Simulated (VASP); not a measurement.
# ScAl2As3 (P6/mmm) in VASP: single point with PBE

Aim: the single point of ScAl2As3 with PBE.

Program: VASP 6.6.1. These are calculated values, not measurements. Logs are shortened: lines on timing, memory, paths and dates and some standing lists are left out, and cuts for length are marked.

**1. The cell of the first run**

The structure is hexagonal, space group P6/mmm (No. 191). Conventional cell: a = 4.896 Å, b = 4.896 Å, c = 6.801 Å, α = 90.00°, β = 90.00°, γ = 120.00°. Sc (site symmetry 6/mmm) has 6 Al at 2.83 Å within 3.7 Å. Within 3.7 Å of Al (site symmetry -6m2) lie 3 Sc at 2.83 Å and 3 Al at 2.83 Å and 6 As at 3.68 Å. Within 3.2 Å of As (site symmetry mmm) lie 4 As at 2.45 Å.

**2. Single point, PBE**

Input file INCAR:

```
SYSTEM = ScAl2As3
ALGO = Normal
EDIFF = 1E-6
ENCUT = 520
GGA = PE
ISIF = 2
ISMEAR = 0
LASPH = .True.
LCHARG = .False.
LREAL = .False.
LWAVE = .False.
NBANDS = 25
NELM = 60
PREC = Accurate
SIGMA = 0.1
```

Input file KPOINTS:

```
k-points
0
Gamma
  6 6 4
  0 0 0
```

Input file POSCAR:

```
ScAl2As3
1.0
    4.8963809200      0.0000000000      0.0000000000
   -2.4481904600      4.2403902700      0.0000000000
    0.0000000000      0.0000000000      6.8007168100
Sc Al As
1 2 3
Direct
    0.0000000000      0.0000000000      0.5000000000
    0.3333333300      0.6666666700      0.5000000000
    0.6666666700      0.3333333300      0.5000000000
    0.5000000000      0.0000000000      0.0000000000
    0.0000000000      0.5000000000      0.0000000000
    0.5000000000      0.5000000000      0.0000000000
```

Potentials or basis: VASP PAW PBE potentials, release 64 (Sc_sv, Al, As).

On the command line:

```
$ cat potpaw_PBE.64/Sc_sv/POTCAR potpaw_PBE.64/Al/POTCAR potpaw_PBE.64/As/POTCAR > POTCAR
$ mpirun -np 1 vasp_std > vasp.out
```

OUTCAR:

```text
SYSTEM = ScAl2As3
   EDIFF = 1E-6
   ENCUT = 520
   GGA = PE
   ISIF = 2
   ISMEAR = 0
   LASPH = .True.
   LREAL = .False.
   NELM = 60
   PREC = Accurate

 ion  position               nearest neighbor table
   1  0.000  0.000  0.500-   2 2.83   3 2.83   3 2.83   2 2.83   3 2.83   2 2.83
   2  0.333  0.667  0.500-   1 2.83   3 2.83   3 2.83   1 2.83   1 2.83   3 2.83
   3  0.667  0.333  0.500-   1 2.83   2 2.83   2 2.83   1 2.83   1 2.83   2 2.83
   4  0.500  0.000  0.000-   5 2.45   6 2.45   6 2.45   5 2.45
   5  0.000  0.500  0.000-   6 2.45   6 2.45   4 2.45   4 2.45
   6  0.500  0.500  0.000-   5 2.45   5 2.45   4 2.45   4 2.45

  LATTYP: Found a hexagonal cell.
 ALAT       =     4.8963809200
 C/A-ratio  =     1.3889272344

  Lattice vectors:

 A1 = (   4.8963809200,   0.0000000000,   0.0000000000)
 A2 = (  -2.4481904600,   4.2403902700,   0.0000000000)
 A3 = (   0.0000000000,   0.0000000000,   6.8007168100)

Analysis of symmetry for initial positions (statically):
=====================================================================
 Subroutine PRICEL returns:
 Original cell was already a primitive cell.

 Routine SETGRP: Setting up the symmetry group for a
 hexagonal supercell.

 Subroutine GETGRP returns: Found 24 space group operations
 (whereof 24 operations were pure point group operations)
 out of a pool of 24 trial point group operations.

The static configuration has the point symmetry D_6h.

Analysis of symmetry for dynamics (positions and initial velocities):
=====================================================================
 Subroutine PRICEL returns:
 Original cell was already a primitive cell.

 Routine SETGRP: Setting up the symmetry group for a
 hexagonal supercell.

 Subroutine GETGRP returns: Found 24 space group operations
 (whereof 24 operations were pure point group operations)
 out of a pool of 24 trial point group operations.

The dynamic configuration has the point symmetry D_6h.

 Subroutine INISYM returns: Found 24 space group operations
 (whereof 24 operations are pure point group operations),
 and found     1 'primitive' translations

----------------------------------------------------------------------------------------

                                     Primitive cell

  volume of cell :     141.2003

  direct lattice vectors                    reciprocal lattice vectors
     4.896380920  0.000000000  0.000000000     0.204232476  0.117913675  0.000000000
    -2.448190460  4.240390270  0.000000000     0.000000000  0.235827350  0.000000000
     0.000000000  0.000000000  6.800716810     0.000000000  0.000000000  0.147043323

  length of vectors
     4.896380920  4.896380926  6.800716810     0.235827350  0.235827350  0.147043323

  position of ions in fractional coordinates (direct lattice)
     0.000000000  0.000000000  0.500000000
     0.333333330  0.666666670  0.500000000
     0.666666670  0.333333330  0.500000000
     0.500000000  0.000000000  0.000000000
     0.000000000  0.500000000  0.000000000
     0.500000000  0.500000000  0.000000000

  ion indices of the primitive-cell ions
   primitive index   ion index
                 1           1
                 2           2
                 3           3
                 4           4
                 5           5
                 6           6

----------------------------------------------------------------------------------------

 KPOINTS: k-points

Automatic generation of k-mesh.
 Grid dimensions read from file:
 generate k-points for:    6    6    4

 Generating k-lattice:

  Cartesian coordinates                     Fractional coordinates (reciprocal lattice)
     0.034038746  0.019652279  0.000000000     0.166666667  0.000000000  0.000000000
     0.000000000  0.039304558  0.000000000     0.000000000  0.166666667  0.000000000
     0.000000000  0.000000000  0.036760831     0.000000000  0.000000000  0.250000000

  Length of vectors
     0.039304558  0.039304558  0.036760831

  Shift w.r.t. Gamma in fractional coordinates (k-lattice)
     0.000000000  0.000000000  0.000000000

 Subroutine IBZKPT returns following result:
 ===========================================

 Found     21 irreducible k-points:

 Following reciprocal coordinates:
            Coordinates               Weight
  0.000000  0.000000  0.000000      1.000000
  0.166667 -0.000000  0.000000      6.000000
  0.333333 -0.000000  0.000000      6.000000
  0.500000  0.000000  0.000000      3.000000
  0.166667  0.166667  0.000000      6.000000
  0.333333  0.166667  0.000000     12.000000
[... 13 lines left out ...]
  0.333333  0.166667  0.500000     12.000000
  0.333333  0.333333  0.500000      2.000000
   k-points           NKPTS =     21   k-points in BZ     NKDIM =     21   number of bands    NBANDS=     25
   number of dos      NEDOS =    301   number of ions     NIONS =      6
   total plane-waves  NPLWV =  69984
   dimension x,y,z NGX =    36 NGY =   36 NGZ =   54
   dimension x,y,z NGXF=    72 NGYF=   72 NGZF=  108
   ions per type =               1   2   3
   NGX,Y,Z   is equivalent  to a cutoff of  12.22, 12.22, 13.20 a.u.
   NGXF,Y,Z  is equivalent  to a cutoff of  24.45, 24.45, 26.40 a.u.
 SYSTEM =  ScAl2As3
   PREC   = accura    normal or accurate (medium, high low for compatibility)
   ISTART =      0    job   : 0-new  1-cont  2-samecut
   ICHARG =      2    charge: 1-file 2-atom 10-const
   ISPIN  =      1    spin polarized calculation?
   LNONCOLLINEAR =      F non collinear calculations
   LSORBIT =      F    spin-orbit coupling
   LASPH  =      T    aspherical Exc in radial PAW
   ENCUT  =  520.0 eV  38.22 Ry    6.18 a.u.   9.10  9.10 12.64*2*pi/ulx,y,z
   NELM   =     60;   NELMIN=  2; NELMDL= -5     # of ELM steps
   EDIFF  = 0.1E-05   stopping-criterion for ELM
   LREAL  =      F    real-space projection
   EDIFFG = 0.1E-04   stopping-criterion for IOM
   NSW    =      0    number of steps for IOM
   IBRION =     -1    ionic relax: 0-MD 1-quasi-New 2-CG
   NFREE  =      0    steps in history (QN), initial steepest desc. (CG)
   ISIF   =      2    stress and relaxation
   ISYM   =      2    0-nonsym 1-usesym 2-fastsym
   POTIM  = 0.5000    time-step for ionic-motion
   TEBEG  =    0.0;   TEEND  =   0.0 temperature during run
   PSTRESS=    0.0 pullay stress
   NELECT =      32.0000    total number of electrons
   NUPDOWN=      -1.0000    fix difference up-down
   EMIN   =  10.00;   EMAX   =-10.00  energy-range for DOS
   EFERMI =   0.00;   METHOD = LEGACY
   ISMEAR =     0;   SIGMA  =   0.10  broadening in eV -4-tet -1-fermi 0-gaus
   EFERMI_NEDOS =   21; number of points for ismear=-14 and -15
   IALGO  =     38    algorithm
   IMIX   =      4    mixing-type and parameters
     AMIX     =   0.40;   BMIX     =  1.00
     AMIX_MAG =   1.60;   BMIX_MAG =  1.00
  volume/ion in A,a.u.               =      23.53       158.81
  Fermi-wavevector in a.u.,A,eV,Ry     =   0.998113  1.886160 13.554518  0.996229
  Thomas-Fermi vector in A             =   2.130314
   LORBIT       =      0    0 simple, 1 ext, 2 COOP (PROOUT), +10 PAW based schemes
   GGA     = PE    functional components
   LHFCALC =     F    Hartree Fock is set to
   AEXX    =    0.0000 exact exchange contribution
   IVDW    =     0    specifies the selected vdW correction
   LEPSILON=     F    determine dielectric tensor
   LRPA    =     F    only Hartree local field effects (RPA)
 non-spin polarized calculation
 Gauss-broadening in eV      SIGMA  =   0.10
  energy-cutoff  :      520.00
  volume of cell :      141.20
 maximum number of plane-waves:      3822
   NGX = 19   NGY = 19   NGZ = 25

 number of electron      32.0000006 magnetization

 Free energy of the ion-electron system (eV)
  ---------------------------------------------------
  ext. energy  EPLUGINS =         0.00000000
  ---------------------------------------------------
  free energy    TOTEN  =       -24.12698647 eV

  energy without entropy =      -24.09348397  energy(sigma->0) =      -24.11023522

 E-fermi :   4.7296     XC(G=0):  -9.2975

 val. band max:        4.7109616792   @ k =   0.1667   0.1667   0.2500
 cond. band min:       4.7424962923   @ k =   0.3333   0.1667   0.2500
 fundamental gap:      0.0315346131
 Fermi energy:         4.7296054253

 k-point     1 :       0.0000    0.0000    0.0000
  band No.  band energies     occupation
      1     -45.3014      2.00000
      2     -24.1081      2.00000
      3     -23.8937      2.00000
      4     -23.8937      2.00000
      5     -10.6367      2.00000
      6      -3.6586      2.00000
[... 17 lines left out ...]
     24       7.5726      0.00000
     25       7.8049      0.00000

 k-point     2 :       0.1667   -0.0000    0.0000
  band No.  band energies     occupation
      1     -45.3014      2.00000
      2     -24.1080      2.00000
      3     -23.8952      2.00000
      4     -23.8941      2.00000
      5     -10.4482      2.00000
      6      -5.5113      2.00000
[... 17 lines left out ...]
     24       8.3732      0.00000
     25       8.3989      0.00000

 k-point     3 :       0.3333   -0.0000    0.0000
  band No.  band energies     occupation
      1     -45.3013      2.00000
      2     -24.1078      2.00000
      3     -23.8982      2.00000
      4     -23.8947      2.00000
      5      -9.9153      2.00000
      6      -7.1544      2.00000
[... 17 lines left out ...]
     24       7.6757      0.00000
     25       8.3514      0.00000

 k-point     4 :       0.5000    0.0000    0.0000
  band No.  band energies     occupation
      1     -45.3013      2.00000
      2     -24.1077      2.00000
      3     -23.8996      2.00000
      4     -23.8950      2.00000
      5      -9.4066      2.00000
      6      -8.0400      2.00000
[... 17 lines left out ...]
     24       7.5973      0.00000
     25       8.2665      0.00000

 k-point     5 :       0.1667    0.1667    0.0000
  band No.  band energies     occupation
      1     -45.3013      2.00000
      2     -24.1079      2.00000
      3     -23.8971      2.00000
      4     -23.8948      2.00000
      5     -10.0821      2.00000
      6      -6.7283      2.00000
[... 17 lines left out ...]
     24       7.7932      0.00000
     25       8.8023      0.00000

 k-point     6 :       0.3333    0.1667    0.0000
  band No.  band energies     occupation
      1     -45.3013      2.00000
      2     -24.1077      2.00000
      3     -23.8988      2.00000
      4     -23.8958      2.00000
      5      -9.4388      2.00000
      6      -7.9323      2.00000
[... 17 lines left out ...]
     24       8.1674      0.00000
     25       8.5316      0.00000
[... 309 lines left out ...]
 k-point    18 :       0.5000    0.0000    0.5000
  band No.  band energies     occupation
      1     -45.3013      2.00000
      2     -24.1077      2.00000
      3     -23.8996      2.00000
      4     -23.8950      2.00000
      5      -9.4019      2.00000
      6      -8.0323      2.00000
[... 17 lines left out ...]
     24       6.0548      0.00000
     25       7.8699      0.00000

 k-point    19 :       0.1667    0.1667    0.5000
  band No.  band energies     occupation
      1     -45.3013      2.00000
      2     -24.1079      2.00000
      3     -23.8971      2.00000
      4     -23.8948      2.00000
      5     -10.0754      2.00000
      6      -6.7228      2.00000
[... 17 lines left out ...]
     24       7.8498      0.00000
     25       7.8600      0.00000

 k-point    20 :       0.3333    0.1667    0.5000
  band No.  band energies     occupation
      1     -45.3013      2.00000
      2     -24.1077      2.00000
      3     -23.8988      2.00000
      4     -23.8958      2.00000
      5      -9.4335      2.00000
      6      -7.9265      2.00000
[... 17 lines left out ...]
     24       7.7499      0.00000
     25       8.2586      0.00000

 k-point    21 :       0.3333    0.3333    0.5000
  band No.  band energies     occupation
      1     -45.3012      2.00000
      2     -24.1077      2.00000
      3     -23.8978      2.00000
      4     -23.8978      2.00000
      5      -8.7292      2.00000
      6      -8.7292      2.00000
[... 17 lines left out ...]
     24       7.6430      0.00000
     25       8.3558      0.00000

------------------------ aborting loop because EDIFF is reached ----------------------------------------

  FORCE on cell =-STRESS in cart. coord.  units (eV):
  Direction    XX          YY          ZZ          XY          YZ          ZX
  --------------------------------------------------------------------------------------
  -------------------------------------------------------------------------------------
  Total        7.8153643      7.8153643     -4.8178001      0.0000000     -0.0000000     -0.0000000
  in kB       88.6796747     88.6796750    -54.6667990      0.0000000     -0.0000000     -0.0000000
  external PRESSURE =      40.8975169 kB  Pullay stress =       0.0000000 kB

 VOLUME and BASIS-vectors are now :
 -----------------------------------------------------------------------------
  energy-cutoff  :      520.00
  volume of cell :      141.20
      direct lattice vectors                 reciprocal lattice vectors
     4.896380920  0.000000000  0.000000000     0.204232476  0.117913675  0.000000000
    -2.448190460  4.240390270  0.000000000     0.000000000  0.235827350  0.000000000
     0.000000000  0.000000000  6.800716810     0.000000000  0.000000000  0.147043323

 POSITION                                       TOTAL-FORCE (eV/Angst)
 -----------------------------------------------------------------------------------
      0.00000      0.00000      3.40036         0.000000      0.000000     -0.000000
     -0.00000      2.82693      3.40036        -0.000000     -0.000000     -0.000000
      2.44819      1.41346      3.40036         0.000000      0.000000      0.000000
      2.44819      0.00000      0.00000         0.000000      0.000000     -0.000000
     -1.22410      2.12020      0.00000        -0.000000      0.000000     -0.000000
      1.22410      2.12020      0.00000        -0.000000      0.000000     -0.000000
 -----------------------------------------------------------------------------------
    total drift:                                0.000000     -0.000000      0.000000

  FREE ENERGIE OF THE ION-ELECTRON SYSTEM (eV)
  ---------------------------------------------------
  free  energy   TOTEN  =       -24.1269864728 eV

  energy  without entropy=      -24.0934839707  energy(sigma->0) =      -24.11023522
```

Wall time 64 s (1 thread of AMD EPYC 9R14 (Zen 4), shared host); peak memory 0.25 GiB.

What came out:

| Property | Result |
| --- | --- |
| Free energy | -24.1270 eV |
| Pressure | 4.1 GPa |
| Band gap on the k mesh | zero (band 16 reaches 5.22 eV, above the bottom of band 17 at 4.26 eV) |

Stress tensor (GPa, compression positive):
```
 8.87  0.00  0.00
 0.00  8.87  0.00
 0.00  0.00 -5.47
```
